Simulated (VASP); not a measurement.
**TiC: single point with LDA**

The system is TiC.

```
Ti C
1.0
     0.00000    2.12151    2.12151
     2.12151    0.00000    2.12151
     2.12151    2.12151    0.00000
Ti C
1 1
Cartesian
  0.0000 0.0000 0.0000
  2.1215 2.1215 2.1215
```

| Quantity | Value |
| --- | --- |
| Program | VASP 6.6.1 |
| Task | single point |
| Functional | LDA |
| Potentials or basis | VASP PAW LDA potentials, release 64 (Ti_sv, C) |
| Cutoff | 520 eV |
| k mesh | 11 × 11 × 11 |
| Occupations | fermi-dirac, width 0.05 eV |
| Spin | no spin polarisation |
| Dipole correction | no |
| Further INCAR settings | ALGO = Normal; EDIFF = 1e-07; NBANDS = 15 |

```json
{"Pressure": "4.4 GPa", "Band gap on the k mesh": "zero (band 8 reaches 10.63 eV, above the bottom of band 9 at 9.56 eV)"}
```

Levels at points of the mesh, in eV from the Fermi level:
```
           k point  band 6  band 7  band 8  band 9  band 10  band 11
(0.00, 0.00, 0.00)    0.59    0.59    0.59    1.71     1.71     1.71
```

Run time: 12 s on 1 thread of Intel(R) Xeon(R) Platinum 8488C (Sapphire Rapids), with other jobs on the host, peak memory 0.13 GiB.
